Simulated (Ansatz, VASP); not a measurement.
**Sb in VASP and in Ansatz**

```
Sb
1.0
     2.13253    1.23122    3.71254
    -2.13253    1.23122    3.71254
     0.00000   -2.46243    3.71254
Sb
2
Direct
  0.23364 0.23364 0.23364
  0.76636 0.76636 0.76636
```

Change from the starting cell: volume scaled by 0.975, PAW files.

Alike in both runs: task electric field gradients; functional PBEsol; k mesh 9 × 9 × 9; occupations fermi-dirac, width 0.05 eV; no spin polarisation.

```csv
,VASP,Ansatz
version,VASP 6.6.1,Ansatz 0.2.0
potentials or method,"VASP PAW PBE potentials, release 64 (Sb_d_GW)","PAW with Ansatz's default frozen-core files, scalar-relativistic"
plane-wave cutoff (eV),400,420
valence electrons in the cell,30,30
```

VASP gave:

| Quantity | Value |
| --- | --- |
| rms of the force components (eV/Å) | 0.163 |
| size of Vzz on the site where it differs most (V/Å²) | 45.9 |

Which values does Ansatz return?

rms of the force components (eV/Å): 0.162; size of Vzz on the site where it differs most (V/Å²): 47.5.

VASP's potentials were made for PBE, not for PBEsol. Atom by atom the forces differ by 0.001 eV/Å (rms over components).

Neither program's run includes spin-orbit coupling.
